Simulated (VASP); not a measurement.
# Sb (P4/mmm) in VASP: further runs

Runs on Sb. Level: PBE. Tasks: single point, relaxation of cell and atoms.

All numbers are computed with VASP 6.6.1; they aren't measurements. Logs are shortened: lines on timing, memory, paths and dates and some standing lists are left out, and cuts for length are marked.

### Step 1. The cell of the first run

Symmetry: P4/mmm, No. 123, tetragonal system. The conventional cell has a = 6.094 Å, b = 6.094 Å, c = 2.983 Å, α = 90.00°, β = 90.00°, γ = 90.00°. Sb (site symmetry 4/mmm) has 6 Sb at 2.98 to 3.05 Å within 3.9 Å. Sb (site symmetry mmm) has 4 Sb at 2.98 to 3.05 Å within 3.9 Å.

### Step 2. Single point, PBE

The input, INCAR:

```
SYSTEM = Sb
PREC = Accurate
ENCUT = 520
EDIFF = 1E-7
ISMEAR = 0
SIGMA = 0.1
LREAL = .False.
LASPH = .True.
NELM = 100
ALGO = Normal
ISIF = 2
LWAVE = .False.
LCHARG = .False.
GGA = PE
NBANDS = 14
```

The input, KPOINTS:

```
regular mesh
0
Gamma
  8 8 16
  0 0 0
```

The input, POSCAR:

```
Sb
1.0
    6.0944823732      0.0000000000      0.0000000000
    0.0000000000      6.0944823732      0.0000000000
    0.0000000000      0.0000000000      2.9831962259
Sb
3
Direct
    0.0000000000      0.0000000000      0.0000000000
    0.0000000000      0.5000000000      0.0000000000
    0.5000000000      0.0000000000      0.0000000000
```

Potentials or basis: VASP PAW PBE potentials, release 64 (Sb).

Run with:

```bash
$ cat potpaw_PBE.64/Sb/POTCAR > POTCAR
$ mpirun -np 1 vasp_std > vasp.out
```

OUTCAR:

```text
SYSTEM = Sb
   PREC = Accurate
   ENCUT = 520
   EDIFF = 1E-7
   ISMEAR = 0
   LREAL = .False.
   LASPH = .True.
   NELM = 100
   ISIF = 2
   GGA = PE

 ion  position               nearest neighbor table
   1  0.000  0.000  0.000-   2 3.05   3 3.05   2 3.05   3 3.05
   2  0.000  0.500  0.000-   1 3.05   1 3.05
   3  0.500  0.000  0.000-   1 3.05   1 3.05

  LATTYP: Found a simple tetragonal cell.
 ALAT       =     6.0944823732
 C/A-ratio  =     0.4894913207

  Lattice vectors:

 A1 = (   6.0944823732,   0.0000000000,   0.0000000000)
 A2 = (   0.0000000000,   6.0944823732,   0.0000000000)
 A3 = (   0.0000000000,   0.0000000000,   2.9831962259)

Analysis of symmetry for initial positions (statically):
=====================================================================
 Subroutine PRICEL returns:
 Original cell was already a primitive cell.

 Routine SETGRP: Setting up the symmetry group for a
 simple tetragonal supercell.

 Subroutine GETGRP returns: Found 16 space group operations
 (whereof 16 operations were pure point group operations)
 out of a pool of 16 trial point group operations.

The static configuration has the point symmetry D_4h.

Analysis of symmetry for dynamics (positions and initial velocities):
=====================================================================
 Subroutine PRICEL returns:
 Original cell was already a primitive cell.

 Routine SETGRP: Setting up the symmetry group for a
 simple tetragonal supercell.

 Subroutine GETGRP returns: Found 16 space group operations
 (whereof 16 operations were pure point group operations)
 out of a pool of 16 trial point group operations.

The dynamic configuration has the point symmetry D_4h.

 Subroutine INISYM returns: Found 16 space group operations
 (whereof 16 operations are pure point group operations),
 and found     1 'primitive' translations

----------------------------------------------------------------------------------------

                                     Primitive cell

  volume of cell :     110.8040

  direct lattice vectors                    reciprocal lattice vectors
     6.094482373  0.000000000  0.000000000     0.164082844  0.000000000  0.000000000
     0.000000000  6.094482373  0.000000000     0.000000000  0.164082844  0.000000000
     0.000000000  0.000000000  2.983196226     0.000000000  0.000000000  0.335210936

  length of vectors
     6.094482373  6.094482373  2.983196226     0.164082844  0.164082844  0.335210936

  position of ions in fractional coordinates (direct lattice)
     0.000000000  0.000000000  0.000000000
     0.000000000  0.500000000  0.000000000
     0.500000000  0.000000000  0.000000000

  ion indices of the primitive-cell ions
   primitive index   ion index
                 1           1
                 2           2
                 3           3

----------------------------------------------------------------------------------------

 KPOINTS: regular mesh

Automatic generation of k-mesh.
 Grid dimensions read from file:
 generate k-points for:    8    8   16

 Generating k-lattice:

  Cartesian coordinates                     Fractional coordinates (reciprocal lattice)
     0.020510355  0.000000000  0.000000000     0.125000000  0.000000000  0.000000000
     0.000000000  0.020510355  0.000000000     0.000000000  0.125000000  0.000000000
     0.000000000  0.000000000  0.020950684     0.000000000  0.000000000  0.062500000

  Length of vectors
     0.020510355  0.020510355  0.020950684

  Shift w.r.t. Gamma in fractional coordinates (k-lattice)
     0.000000000  0.000000000  0.000000000

 Subroutine IBZKPT returns following result:
 ===========================================

 Found    135 irreducible k-points:

 Following reciprocal coordinates:
            Coordinates               Weight
  0.000000  0.000000  0.000000      1.000000
  0.125000  0.000000  0.000000      4.000000
  0.250000  0.000000  0.000000      4.000000
  0.375000  0.000000  0.000000      4.000000
  0.500000  0.000000  0.000000      2.000000
  0.125000  0.125000  0.000000      4.000000
[... 16 lines left out ...]
  0.375000  0.125000  0.062500     16.000000
  0.500000  0.125000  0.062500      8.000000
 [... further k-points ...]
   k-points           NKPTS =    135   k-points in BZ     NKDIM =    135   number of bands    NBANDS=     14
   number of dos      NEDOS =    301   number of ions     NIONS =      3
   total plane-waves  NPLWV =  55296
   dimension x,y,z NGX =    48 NGY =   48 NGZ =   24
   dimension x,y,z NGXF=    96 NGYF=   96 NGZF=   48
   ions per type =               3
   NGX,Y,Z   is equivalent  to a cutoff of  13.09, 13.09, 13.37 a.u.
   NGXF,Y,Z  is equivalent  to a cutoff of  26.19, 26.19, 26.75 a.u.
 SYSTEM =  Sb
   PREC   = accura    normal or accurate (medium, high low for compatibility)
   ISTART =      0    job   : 0-new  1-cont  2-samecut
   ICHARG =      2    charge: 1-file 2-atom 10-const
   ISPIN  =      1    spin polarized calculation?
   LNONCOLLINEAR =      F non collinear calculations
   LSORBIT =      F    spin-orbit coupling
   LASPH  =      T    aspherical Exc in radial PAW
   ENCUT  =  520.0 eV  38.22 Ry    6.18 a.u.  11.33 11.33  5.55*2*pi/ulx,y,z
   NELM   =    100;   NELMIN=  2; NELMDL= -5     # of ELM steps
   EDIFF  = 0.1E-06   stopping-criterion for ELM
   LREAL  =      F    real-space projection
   EDIFFG = 0.1E-05   stopping-criterion for IOM
   NSW    =      0    number of steps for IOM
   IBRION =     -1    ionic relax: 0-MD 1-quasi-New 2-CG
   NFREE  =      0    steps in history (QN), initial steepest desc. (CG)
   ISIF   =      2    stress and relaxation
   ISYM   =      2    0-nonsym 1-usesym 2-fastsym
   POTIM  = 0.5000    time-step for ionic-motion
   TEBEG  =    0.0;   TEEND  =   0.0 temperature during run
   PSTRESS=    0.0 pullay stress
   NELECT =      15.0000    total number of electrons
   NUPDOWN=      -1.0000    fix difference up-down
   EMIN   =  10.00;   EMAX   =-10.00  energy-range for DOS
   EFERMI =   0.00;   METHOD = LEGACY
   ISMEAR =     0;   SIGMA  =   0.10  broadening in eV -4-tet -1-fermi 0-gaus
   EFERMI_NEDOS =   21; number of points for ismear=-14 and -15
   IALGO  =     38    algorithm
   IMIX   =      4    mixing-type and parameters
     AMIX     =   0.40;   BMIX     =  1.00
     AMIX_MAG =   1.60;   BMIX_MAG =  1.00
  volume/ion in A,a.u.               =      36.93       249.25
  Fermi-wavevector in a.u.,A,eV,Ry     =   0.840595  1.588494  9.613874  0.706600
  Thomas-Fermi vector in A             =   1.955002
   LORBIT       =      0    0 simple, 1 ext, 2 COOP (PROOUT), +10 PAW based schemes
   GGA     = PE    functional components
   LHFCALC =     F    Hartree Fock is set to
   AEXX    =    0.0000 exact exchange contribution
   IVDW    =     0    specifies the selected vdW correction
   LEPSILON=     F    determine dielectric tensor
   LRPA    =     F    only Hartree local field effects (RPA)
 non-spin polarized calculation
 Gauss-broadening in eV      SIGMA  =   0.10
  energy-cutoff  :      520.00
  volume of cell :      110.80
 maximum number of plane-waves:      3015
 NGX is ok and might be reduce to    48
   NGX = 23   NGY = 23   NGZ = 11

 number of electron      14.9999999 magnetization

 Free energy of the ion-electron system (eV)
  ---------------------------------------------------
  ext. energy  EPLUGINS =         0.00000000
  ---------------------------------------------------
  free energy    TOTEN  =       -11.32826935 eV

  energy without entropy =      -11.31708995  energy(sigma->0) =      -11.32267965

 E-fermi :   4.6784     XC(G=0):  -8.4797

 val. band max:        4.6754100942   @ k =   0.3750   0.2500   0.1875
 cond. band min:       4.6917361592   @ k =   0.5000   0.5000   0.0625
 fundamental gap:      0.0163260650
 Fermi energy:         4.6784145112

 k-point     1 :       0.0000    0.0000    0.0000
  band No.  band energies     occupation
      1      -7.3281      2.00000
      2      -5.1224      2.00000
      3      -3.5658      2.00000
      4      -0.3121      2.00000
      5      -0.3121      2.00000
      6       3.6353      2.00000
      7       3.6353      2.00000
      8       8.0621      0.00000
      9       8.1562      0.00000
     10       9.2246      0.00000
     11       9.2246      0.00000
     12       9.4486      0.00000
     13      11.3324      0.00000
     14      12.5960      0.00000

 k-point     2 :       0.1250    0.0000    0.0000
  band No.  band energies     occupation
      1      -7.2853      2.00000
      2      -5.1761      2.00000
      3      -3.7173      2.00000
      4      -0.2911      2.00000
      5       0.0389      2.00000
      6       3.5245      2.00000
      7       3.5798      2.00000
      8       8.3000      0.00000
      9       8.3469      0.00000
     10       8.4780      0.00000
     11       9.2438      0.00000
     12       9.4925      0.00000
     13      11.3044      0.00000
     14      12.5114      0.00000

 k-point     3 :       0.2500    0.0000    0.0000
  band No.  band energies     occupation
      1      -7.1673      2.00000
      2      -5.3416      2.00000
      3      -3.9830      2.00000
      4      -0.2380      2.00000
      5       0.9015      2.00000
      6       3.2787      2.00000
      7       3.4673      2.00000
      8       6.9688      0.00000
      9       8.8629      0.00000
     10       8.9683      0.00000
     11       9.3637      0.00000
     12       9.6118      0.00000
     13      11.2143      0.00000
     14      12.3302      0.00000
[... 324 lines left out ...]
 k-point    23 :       0.3750    0.1250    0.0625
  band No.  band energies     occupation
      1      -6.8997      2.00000
      2      -5.5025      2.00000
      3      -4.2921      2.00000
      4       0.2252      2.00000
      5       2.0185      2.00000
      6       2.8567      2.00000
      7       3.8055      2.00000
      8       5.4804      0.00000
      9       8.4312      0.00000
     10       8.9884      0.00000
     11       9.5030      0.00000
     12      10.2553      0.00000
     13      10.6768      0.00000
     14      11.2870      0.00000

 k-point    24 :       0.5000    0.1250    0.0625
  band No.  band energies     occupation
      1      -6.8165      2.00000
      2      -5.6177      2.00000
      3      -4.3489      2.00000
      4       0.2520      2.00000
      5       2.3900      2.00000
      6       3.2276      2.00000
      7       3.8831      2.00000
      8       4.4098      1.99985
      9       8.4497      0.00000
     10       9.0691      0.00000
     11      10.0423      0.00000
     12      10.1838      0.00000
     13      11.1607      0.00000
     14      11.3629      0.00000

 [... further k-points ...]
[... 5 lines left out ...]
  --------------------------------------------------------------------------------------
  -------------------------------------------------------------------------------------
  Total       -0.0133184     -0.0133184      0.0104123      0.0000000     -0.0000000      0.0000000
  in kB       -0.1925776     -0.1925776      0.1505573      0.0000000     -0.0000000      0.0000000
  external PRESSURE =      -0.0781993 kB  Pullay stress =       0.0000000 kB

 VOLUME and BASIS-vectors are now :
 -----------------------------------------------------------------------------
  energy-cutoff  :      520.00
  volume of cell :      110.80
      direct lattice vectors                 reciprocal lattice vectors
     6.094482373  0.000000000  0.000000000     0.164082844  0.000000000  0.000000000
     0.000000000  6.094482373  0.000000000     0.000000000  0.164082844  0.000000000
     0.000000000  0.000000000  2.983196226     0.000000000  0.000000000  0.335210936

 POSITION                                       TOTAL-FORCE (eV/Angst)
 -----------------------------------------------------------------------------------
      0.00000      0.00000      0.00000         0.000000      0.000000      0.000000
      0.00000      3.04724      0.00000         0.000000      0.000000      0.000000
      3.04724      0.00000      0.00000         0.000000      0.000000      0.000000
 -----------------------------------------------------------------------------------
    total drift:                               -0.000000     -0.000000      0.000000

  FREE ENERGIE OF THE ION-ELECTRON SYSTEM (eV)
  ---------------------------------------------------
  free  energy   TOTEN  =       -11.3282693536 eV

  energy  without entropy=      -11.3170899517  energy(sigma->0) =      -11.32267965
```

It took 82 s on 1 thread of AMD EPYC 9R45 (Zen 5), shared host; peak memory 0.3 GiB.

Results:

```
Free energy : -11.3283 eV
Pressure    : 0.0 GPa
```

Caveat: spin-orbit coupling is left out, which moves the levels of the heavy elements.

[end of part 1 of 2]
